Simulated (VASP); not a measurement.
# MgB2 (P6/mmm) in VASP: a series of runs

Aim: see how the results for MgB2 move with the level of theory and the settings. Levels: RPBE+D4, PBE+D3(BJ), r2SCAN+rVV10, r2SCAN. Tasks: relaxation of shape and atoms at fixed volume.

All numbers are computed with VASP 6.6.1; they aren't measurements. Logs are shortened: lines on timing, memory, paths and dates and some standing lists are left out, and cuts for length are marked.

## Step 1: The cell of the first run

It takes space group P6/mmm (No. 191, hexagonal). Conventional cell: a = 3.035 Å, b = 3.035 Å, c = 3.401 Å, α = 90.00°, β = 90.00°, γ = 120.00°. Mg (site symmetry 6/mmm) has 12 B at 2.44 Å and 6 Mg at 3.03 Å within 3.2 Å. B (site symmetry -6m2) has 3 B at 1.75 Å within 2.3 Å.

## Step 2: Relaxation of shape and atoms at fixed volume, RPBE+D4 (9.04 Å³/atom)

Input file INCAR:

```
PREC = Accurate ; ENCUT = 600
EDIFF = 1E-6 ; ISMEAR = 0
SIGMA = 0.05 ; LREAL = False
LASPH = True ; NELM = 60
ALGO = Normal ; ISIF = 4
LWAVE = False ; LCHARG = False
GGA = RP ; IVDW = 13
IBRION = 2 ; NSW = 60
EDIFFG = -0.01
```

Input file KPOINTS:

```
regular mesh
0
Gamma
  8 8 6
```

Input file POSCAR:

```
MgB2
1.0
    3.0346492638      0.0000000000      0.0000000000
   -1.5173246319      2.6280833540      0.0000000000
    0.0000000000      0.0000000000      3.4007058137
Mg B
1 2
Direct
    0.0000000000      0.0000000000      0.0000000000
    0.3333333333      0.6666666667      0.5000000000
    0.6666666667      0.3333333333      0.5000000000
```

Potentials or basis: VASP PAW PBE potentials, release 64 (Mg, B).

On the command line:

```sh
cat potpaw_PBE.64/Mg/POTCAR potpaw_PBE.64/B/POTCAR > POTCAR
mpirun -np 1 vasp_std > vasp.out
```

OUTCAR:

```text
PREC = Accurate
   ENCUT = 600
   EDIFF = 1E-6
   ISMEAR = 0
   LREAL = False
   LASPH = True
   NELM = 60
   ISIF = 4
   GGA = RP
   IVDW = 13
   IBRION = 2
   NSW = 60
   EDIFFG = -0.01

 ion  position               nearest neighbor table
   1  0.000  0.000  0.000-   2 2.44   3 2.44   2 2.44   3 2.44   2 2.44   2 2.44   3 2.44   3 2.44
                             3 2.44   3 2.44   2 2.44   2 2.44
   2  0.333  0.667  0.500-   3 1.75   3 1.75   3 1.75   1 2.44   1 2.44   1 2.44   1 2.44   1 2.44
                             1 2.44
   3  0.667  0.333  0.500-   2 1.75   2 1.75   2 1.75   1 2.44   1 2.44   1 2.44   1 2.44   1 2.44
                             1 2.44

  LATTYP: Found a hexagonal cell.
 ALAT       =     3.0346492638
 C/A-ratio  =     1.1206256533

  Lattice vectors:

 A1 = (   3.0346492638,   0.0000000000,   0.0000000000)
 A2 = (  -1.5173246319,   2.6280833540,   0.0000000000)
 A3 = (   0.0000000000,   0.0000000000,   3.4007058137)

Analysis of symmetry for initial positions (statically):
=====================================================================
 Subroutine PRICEL returns:
 Original cell was already a primitive cell.

 Routine SETGRP: Setting up the symmetry group for a
 hexagonal supercell.

 Subroutine GETGRP returns: Found 24 space group operations
 (whereof 24 operations were pure point group operations)
 out of a pool of 24 trial point group operations.

The static configuration has the point symmetry D_6h.

Analysis of symmetry for dynamics (positions and initial velocities):
=====================================================================
 Subroutine PRICEL returns:
 Original cell was already a primitive cell.

 Routine SETGRP: Setting up the symmetry group for a
 hexagonal supercell.

 Subroutine GETGRP returns: Found 24 space group operations
 (whereof 24 operations were pure point group operations)
 out of a pool of 24 trial point group operations.

The dynamic configuration has the point symmetry D_6h.

 Subroutine INISYM returns: Found 24 space group operations
 (whereof 24 operations are pure point group operations),
 and found     1 'primitive' translations

----------------------------------------------------------------------------------------

                                     Primitive cell

  volume of cell :      27.1217

  direct lattice vectors                    reciprocal lattice vectors
     3.034649264  0.000000000  0.000000000     0.329527373  0.190252718  0.000000000
    -1.517324632  2.628083354  0.000000000     0.000000000  0.380505435  0.000000000
     0.000000000  0.000000000  3.400705814     0.000000000  0.000000000  0.294056603

  length of vectors
     3.034649264  3.034649264  3.400705814     0.380505435  0.380505435  0.294056603

  position of ions in fractional coordinates (direct lattice)
     0.000000000  0.000000000  0.000000000
     0.333333333  0.666666667  0.500000000
     0.666666667  0.333333333  0.500000000

  ion indices of the primitive-cell ions
   primitive index   ion index
                 1           1
                 2           2
                 3           3

----------------------------------------------------------------------------------------

 KPOINTS: regular mesh

Automatic generation of k-mesh.
 Grid dimensions read from file:
 generate k-points for:    8    8    6

 Generating k-lattice:

  Cartesian coordinates                     Fractional coordinates (reciprocal lattice)
     0.041190922  0.023781590  0.000000000     0.125000000  0.000000000  0.000000000
     0.000000000  0.047563179  0.000000000     0.000000000  0.125000000  0.000000000
     0.000000000  0.000000000  0.049009434     0.000000000  0.000000000  0.166666667

  Length of vectors
[... 65 lines left out ...]
   PSTRESS=    0.0 pullay stress
   NELECT =       8.0000    total number of electrons
   NUPDOWN=      -1.0000    fix difference up-down
   EMIN   =  10.00;   EMAX   =-10.00  energy-range for DOS
   EFERMI =   0.00;   METHOD = LEGACY
   ISMEAR =     0;   SIGMA  =   0.05  broadening in eV -4-tet -1-fermi 0-gaus
   EFERMI_NEDOS =   21; number of points for ismear=-14 and -15
   IALGO  =     38    algorithm
   IMIX   =      4    mixing-type and parameters
     AMIX     =   0.40;   BMIX     =  1.00
     AMIX_MAG =   1.60;   BMIX_MAG =  1.00
  volume/ion in A,a.u.               =       9.04        61.01
  Fermi-wavevector in a.u.,A,eV,Ry     =   1.089764  2.059356 16.158093  1.187586
  Thomas-Fermi vector in A             =   2.225975
   LORBIT       =      0    0 simple, 1 ext, 2 COOP (PROOUT), +10 PAW based schemes
   GGA     = RP    functional components
   LHFCALC =     F    Hartree Fock is set to
   AEXX    =    0.0000 exact exchange contribution
   IVDW    =    13    specifies the selected vdW correction
   LEPSILON=     F    determine dielectric tensor
   LRPA    =     F    only Hartree local field effects (RPA)
 conjugate gradient relaxation of ions
 non-spin polarized calculation
 Gauss-broadening in eV      SIGMA  =   0.05
  energy-cutoff  :      600.00
  volume of cell :       27.12
 maximum number of plane-waves:       922
   NGX = 13   NGY = 13   NGZ = 13

--------------------------------------- Ionic step        1  -------------------------------------------

 number of electron       8.0000000 magnetization

 Free energy of the ion-electron system (eV)
  ---------------------------------------------------
  ext. energy  EPLUGINS =         0.00000000
  ---------------------------------------------------
  free energy    TOTEN  =       -14.42141100 eV

  energy without entropy =      -14.41913549  energy(sigma->0) =      -14.42027325

------------------------ aborting loop because EDIFF is reached ----------------------------------------

  DFT-D4 for vdW energy calculation

  Edisp (eV):   -1.51827

  FORCE on cell =-STRESS in cart. coord.  units (eV):
  Direction    XX          YY          ZZ          XY          YZ          ZX
  --------------------------------------------------------------------------------------
  -------------------------------------------------------------------------------------
  Total       0.60398     0.60398     0.31823    -0.00000    -0.00000    -0.00000
  in kB      35.67944    35.67944    18.79924    -0.00000    -0.00000    -0.00000
  external pressure =       30.05 kB  Pullay stress =        0.00 kB

 VOLUME and BASIS-vectors are now :
 -----------------------------------------------------------------------------
  energy-cutoff  :      600.00
  volume of cell :       27.12
      direct lattice vectors                 reciprocal lattice vectors
     3.034649264  0.000000000  0.000000000     0.329527373  0.190252718  0.000000000
    -1.517324632  2.628083354  0.000000000     0.000000000  0.380505435  0.000000000
     0.000000000  0.000000000  3.400705814     0.000000000  0.000000000  0.294056603

 POSITION                                       TOTAL-FORCE (eV/Angst)
 -----------------------------------------------------------------------------------
      0.00000      0.00000      0.00000         0.000000     -0.000000      0.000000
     -0.00000      1.75206      1.70035         0.000000     -0.000000     -0.000000
      1.51732      0.87603      1.70035        -0.000000      0.000000      0.000000
 -----------------------------------------------------------------------------------
    total drift:                                0.000000     -0.000000      0.000000

  FREE ENERGIE OF THE ION-ELECTRON SYSTEM (eV)
  ---------------------------------------------------
  free  energy   TOTEN  =       -15.9396778613 eV

  energy  without entropy=      -15.9374023502  energy(sigma->0) =      -15.93854011

--------------------------------------- Ionic step        2  -------------------------------------------

 number of electron       8.0000000 magnetization

 Free energy of the ion-electron system (eV)
  ---------------------------------------------------
  ext. energy  EPLUGINS =         0.00000000
  ---------------------------------------------------
  free energy    TOTEN  =       -14.42104755 eV

  energy without entropy =      -14.41891707  energy(sigma->0) =      -14.41998231

 E-fermi :   5.8695     XC(G=0): -11.1073

 val. band max:        5.8615570061   @ k =   0.1250   0.0000   0.3333
 cond. band min:       5.8985719714   @ k =   0.3750   0.1250   0.3333
 fundamental gap:      0.0370149653
 Fermi energy:         5.8695174229

 k-point     1 :       0.0000    0.0000    0.0000
  band No.  band energies     occupation
      1      -7.0015      2.00000
      2       3.0439      2.00000
      3       6.1566      0.00000
      4       6.1566      0.00000
      5       8.0923      0.00000
      6      12.2244      0.00000
      7      12.2244      0.00000
      8      14.2396      0.00000
[... 243 lines left out ...]
 k-point    24 :       0.3750    0.0000    0.3333
  band No.  band energies     occupation
      1      -3.7299      2.00000
      2       0.3089      2.00000
      3       1.8199      2.00000
      4       4.0385      2.00000
      5       6.9876      0.00000
      6      11.5032      0.00000
      7      16.0279      0.00000
      8      16.0469      0.00000

 [... further k-points ...]

------------------------ aborting loop because EDIFF is reached ----------------------------------------

  DFT-D4 for vdW energy calculation

  Edisp (eV):   -1.51903

  FORCE on cell =-STRESS in cart. coord.  units (eV):
  Direction    XX          YY          ZZ          XY          YZ          ZX
  --------------------------------------------------------------------------------------
  -------------------------------------------------------------------------------------
  Total       0.46500     0.46500     0.48362    -0.00000    -0.00000     0.00000
  in kB      27.46916    27.46916    28.56893    -0.00000    -0.00000     0.00000
  external pressure =       27.84 kB  Pullay stress =        0.00 kB

 VOLUME and BASIS-vectors are now :
 -----------------------------------------------------------------------------
  energy-cutoff  :      600.00
  volume of cell :       27.12
      direct lattice vectors                 reciprocal lattice vectors
     3.039304559  0.000000000 -0.000000000     0.329022637  0.189961308  0.000000000
    -1.519652280  2.632114958  0.000000000     0.000000000  0.379922616  0.000000000
    -0.000000000 -0.000000000  3.390296087     0.000000000  0.000000000  0.294959489

 POSITION                                       TOTAL-FORCE (eV/Angst)
 -----------------------------------------------------------------------------------
      1.51965      2.63211     -0.00000        -0.000000     -0.000000      0.000000
     -0.00000      1.75474      1.69515         0.000000     -0.000000      0.000000
      1.51965      0.87737      1.69515         0.000000      0.000000     -0.000000
 -----------------------------------------------------------------------------------
    total drift:                               -0.000000      0.000000      0.000000

  FREE ENERGIE OF THE ION-ELECTRON SYSTEM (eV)
  ---------------------------------------------------
  free  energy   TOTEN  =       -15.9400791917 eV

  energy  without entropy=      -15.9379487025  energy(sigma->0) =      -15.93901395

 reached required accuracy - stopping structural energy minimisation
```

Run time: 28 s. Hardware: 1 thread of Intel Xeon 8259CL, shared host; peak memory 0.15 GiB.

What came out:

```yaml
Free_energy: -15.9401 eV
Energy_gained_by_relaxing: 0.1 meV/atom
Ionic_steps: 2
Pressure_after_relaxing: 2.8 GPa
Band_gap_on_the_k_mesh: zero (bands 4 and 5 overlap by 2.85 eV)
Dispersion_energy_per_atom: -0.506 eV
```

Stress tensor (GPa, compression positive):
```
2.75 0.00 0.00
0.00 2.75 0.00
0.00 0.00 2.86
```

Step by step:
```
step  energy change (eV)  largest force (eV/Å)  pressure (GPa)  volume (Å³)
   1              0.0000                0.0000            3.01        27.12
   2             -0.0004                0.0000            2.78        27.12
```

Final structure:
```
Mg B
1.0
     3.03930    0.00000    0.00000
    -1.51965    2.63211    0.00000
     0.00000    0.00000    3.39030
Mg B
1 2
Direct
  0.00000 0.00000 0.00000
  0.33333 0.66667 0.50000
  0.66667 0.33333 0.50000
```

Levels at points of the mesh, in eV from the Fermi level:
| k point | band 2 | band 3 | band 4 | band 5 | band 6 | band 7 |
| --- | --- | --- | --- | --- | --- | --- |
| (0.00, 0.00, 0.00) | -2.83 | 0.29 | 0.29 | 2.22 | 6.35 | 6.35 |
| (0.50, 0.00, 0.00) | -8.17 | -2.34 | 0.34 | 3.38 | 3.83 | 5.99 |
| (0.00, 0.00, 0.50) | -7.69 | 0.75 | 0.75 | 6.69 | 6.69 | 8.10 |
| (0.50, 0.00, 0.50) | -7.15 | -3.77 | -2.01 | -1.35 | 5.94 | 9.23 |

Caveat: the PAW data sets were made with another functional, which shifts forces and pressure a little.

## Step 3: Relaxation of shape and atoms at fixed volume, PBE+D3(BJ) (9.10 Å³/atom)

This run uses another cell than the first one, of 9.10 Å³/atom.

Input file INCAR:

```
PREC = Accurate
ENCUT = 600
EDIFF = 1E-7
ISMEAR = 0
SIGMA = 0.05
LREAL = False
LASPH = True
NELM = 60
ALGO = Normal
ISIF = 4
LWAVE = False
LCHARG = False
GGA = PE
IVDW = 12
IBRION = 2
NSW = 60
EDIFFG = -0.01
```

Input file KPOINTS:

```
Automatic mesh
0
Gamma
  8 8 6
```

Input file POSCAR:

```
MgB2
1.0
    3.0346346919      0.0000000000      0.0000000000
   -1.5173173460      2.6280707344      0.0000000000
    0.0000000000      0.0000000000      3.4229551544
Mg B
1 2
Direct
    0.0000000000      0.0000000000      0.0000000000
    0.3333333333      0.6666666667      0.5000000000
    0.6666666667      0.3333333333      0.5000000000
```

Potentials or basis: VASP PAW PBE potentials, release 64 (Mg, B).

On the command line:

```sh
cat potpaw_PBE.64/Mg/POTCAR potpaw_PBE.64/B/POTCAR > POTCAR
mpirun -np 1 vasp_std > vasp.out
```

Wall time 25 s (1 thread of Intel Xeon 8259CL, shared host); peak memory 0.16 GiB.

The run converged. Its results:

| Item | Value |
| --- | --- |
| Free energy | -16.1800 eV |
| Energy gained by relaxing | 0.1 meV/atom |
| Ionic steps | 2 |
| Pressure after relaxing | 2.9 GPa |
| Band gap on the k mesh | zero (bands 4 and 5 overlap by 2.78 eV) |
| Dispersion energy per atom | -0.301 eV |

Stress tensor (GPa, compression positive):
```
2.91 0.00 0.00
0.00 2.91 0.00
0.00 0.00 2.99
```

Step by step:
| step | energy change (eV) | largest force (eV/Å) | pressure (GPa) | volume (Å³) |
| --- | --- | --- | --- | --- |
| 1 | 0.0000 | 0.0000 | 3.15 | 27.30 |
| 2 | -0.0004 | 0.0000 | 2.93 | 27.30 |

Final structure:
```
CELL_PARAMETERS angstrom
3.03937 0.00000 0.00000
-1.51968 2.63217 0.00000
0.00000 0.00000 3.41230
ATOMIC_POSITIONS crystal
Mg 0.00000 0.00000 0.00000
B 0.33333 0.66667 0.50000
B 0.66667 0.33333 0.50000
```

Levels at points of the mesh, in eV from the Fermi level:
```csv
k point,band 1,band 2,band 3,band 4,band 5,band 6,band 7,band 8
"(0.00, 0.00, 0.00)",-12.79,-2.88,0.31,0.31,2.08,6.38,6.38,8.46
"(0.50, 0.00, 0.00)",-8.77,-8.12,-2.32,0.30,3.31,3.89,5.85,7.84
"(0.00, 0.00, 0.50)",-11.37,-7.68,0.75,0.75,6.71,6.71,8.11,10.54
"(0.50, 0.00, 0.50)",-7.68,-7.11,-3.75,-1.99,-1.36,5.98,9.19,9.24
```

## Step 4: Relaxation of shape and atoms at fixed volume, PBE+D3(BJ) (9.29 Å³/atom)

This run uses another cell than the first one, of 9.29 Å³/atom.

Input file INCAR:

```
SYSTEM = MgB2
PREC = Accurate ; ENCUT = 600
EDIFF = 1E-6 ; ISMEAR = 0
SIGMA = 0.05 ; LREAL = .False.
LASPH = .True. ; NELM = 80
ALGO = Normal ; ISIF = 4
LWAVE = .False. ; LCHARG = .False.
GGA = PE ; IVDW = 12
IBRION = 2 ; NSW = 60
EDIFFG = -0.01
```

Input file KPOINTS:

```
regular mesh
0
Gamma
  8 8 6
  0 0 0
```

Input file POSCAR:

```
MgB2
1.0
    3.0551396024      0.0000000000      0.0000000000
   -1.5275698012      2.6458285078      0.0000000000
    0.0000000000      0.0000000000      3.4460839314
Mg B
1 2
Direct
    0.0000000000      0.0000000000      0.0000000000
    0.3333333333      0.6666666667      0.5000000000
    0.6666666667      0.3333333333      0.5000000000
```

On the command line:

```sh
cat potpaw_PBE.64/Mg/POTCAR potpaw_PBE.64/B/POTCAR > POTCAR
mpirun -np 1 vasp_std > vasp.out
```

It took 24 s on 1 thread of Intel Xeon 8259CL, shared host; peak memory 0.16 GiB.

It converged, with:

```yaml
Free_energy: -16.1848 eV
Energy_gained_by_relaxing: 0.0 meV/atom
Ionic_steps: 2
Pressure_after_relaxing: -0.3 GPa
Band_gap_on_the_k_mesh: zero (bands 4 and 5 overlap by 2.72 eV)
Dispersion_energy_per_atom: -0.294 eV
```

Final structure:
```cif
data_structure
_symmetry_space_group_name_H-M 'P 1'
_symmetry_Int_Tables_number 1
_cell_length_a 3.0560
_cell_length_b 3.0560
_cell_length_c 3.4442
_cell_angle_alpha 90.000
_cell_angle_beta 90.000
_cell_angle_gamma 120.000
_cell_volume 27.86
loop_
_atom_site_label
_atom_site_type_symbol
_atom_site_fract_x
_atom_site_fract_y
_atom_site_fract_z
_atom_site_occupancy
Mg1 Mg 0.00000 0.00000 0.00000 1
B1 B 0.33333 0.66667 0.50000 1
B2 B 0.66667 0.33333 0.50000 1
```

Levels at points of the mesh, in eV from the Fermi level:
| k point | band 1 | band 2 | band 3 | band 4 | band 5 | band 6 | band 7 | band 8 |
| --- | --- | --- | --- | --- | --- | --- | --- | --- |
| (0.00, 0.00, 0.00) | -12.67 | -2.89 | 0.31 | 0.31 | 1.96 | 6.33 | 6.33 | 8.30 |
| (0.50, 0.00, 0.00) | -8.71 | -8.03 | -2.28 | 0.27 | 3.24 | 3.86 | 5.69 | 7.60 |
| (0.00, 0.00, 0.50) | -11.30 | -7.60 | 0.73 | 0.73 | 6.66 | 6.66 | 8.03 | 10.27 |
| (0.50, 0.00, 0.50) | -7.65 | -7.05 | -3.69 | -1.97 | -1.35 | 5.86 | 9.06 | 9.08 |

## Step 5: Relaxation of shape and atoms at fixed volume, r2SCAN+rVV10 (9.89 Å³/atom)

This run uses another cell than the first one, of 9.89 Å³/atom.

Input file POSCAR:

```
MgB2
1.0
    3.1135915720      0.0000000000      0.0000000000
   -1.5567957860      2.6964493983      0.0000000000
    0.0000000000      0.0000000000      3.5333767620
Mg B
1 2
Direct
    0.0000000000      0.0000000000      0.0000000000
    0.3333333333      0.6666666667      0.5000000000
    0.6666666667      0.3333333333      0.5000000000
```

Input file INCAR.step1:

```
PREC = Accurate
ENCUT = 600
ISMEAR = 0
SIGMA = 0.05
LREAL = False
LASPH = True
NELM = 80
GGA = PE
ALGO = Normal
EDIFF = 1E-4
LWAVE = True
LCHARG = False
```

Input file INCAR.step2:

```
PREC = Accurate
ENCUT = 600
EDIFF = 1E-6
ISMEAR = 0
SIGMA = 0.05
LREAL = False
LASPH = True
NELM = 80
ALGO = Normal
ISIF = 4
LWAVE = False
LCHARG = False
METAGGA = R2SCAN
LMIXTAU = True
LUSE_VDW = True
IVDW_NL = 2
BPARAM = 11.95
CPARAM = 0.0093
IBRION = 2
NSW = 60
EDIFFG = -0.01
ISTART = 1
```

Input file KPOINTS:

```
Automatic mesh
0
Gamma
  8 8 6
```

On the command line:

```sh
cat potpaw_PBE.64/Mg/POTCAR potpaw_PBE.64/B/POTCAR > POTCAR
cp INCAR.step1 INCAR
mpirun -np 1 vasp_std > vasp.out
cp INCAR.step2 INCAR
mpirun -np 1 vasp_std > vasp.out
```

Run time: 4.5 min. Hardware: 1 thread of Intel Xeon 8259CL, shared host; peak memory 0.27 GiB.

Results (log left out):

| Property | Result |
| --- | --- |
| Free energy | -19.2224 eV |
| Energy gained by relaxing | 0.1 meV/atom |
| Ionic steps | 3 |
| Pressure after relaxing | -6.0 GPa |
| Band gap on the k mesh | zero (bands 4 and 5 overlap by 2.64 eV) |

The path:
```csv
step,energy change (eV),largest force (eV/Å),pressure (GPa),volume (Å³)
1,0.0000,0.0000,-6.14,29.66
2,-0.0002,0.0000,-6.05,29.66
3,-0.0002,0.0000,-5.98,29.66
```

Final structure:
```cif
data_structure
_symmetry_space_group_name_H-M 'P 1'
_symmetry_Int_Tables_number 1
_cell_length_a 3.1087
_cell_length_b 3.1087
_cell_length_c 3.5445
_cell_angle_alpha 90.000
_cell_angle_beta 90.000
_cell_angle_gamma 120.000
_cell_volume 29.66
loop_
_atom_site_label
_atom_site_type_symbol
_atom_site_fract_x
_atom_site_fract_y
_atom_site_fract_z
_atom_site_occupancy
Mg1 Mg 0.00000 0.00000 0.00000 1
B1 B 0.33333 0.66667 0.50000 1
B2 B 0.66667 0.33333 0.50000 1
```

Levels at points of the mesh, in eV from the Fermi level:
| k point | band 2 | band 3 | band 4 | band 5 | band 6 | band 7 |
| --- | --- | --- | --- | --- | --- | --- |
| (0.00, 0.00, 0.00) | -3.11 | 0.32 | 0.32 | 1.85 | 6.46 | 6.46 |
| (0.50, 0.00, 0.00) | -8.24 | -2.34 | 0.18 | 3.20 | 3.99 | 5.60 |
| (0.00, 0.00, 0.50) | -7.70 | 0.72 | 0.72 | 6.80 | 6.80 | 8.38 |
| (0.50, 0.00, 0.50) | -7.33 | -3.76 | -2.03 | -1.28 | 5.82 | 9.28 |

Caveat: the PAW data sets were made with another functional, which shifts forces and pressure a little.

(Continued in part 2 of 2.)
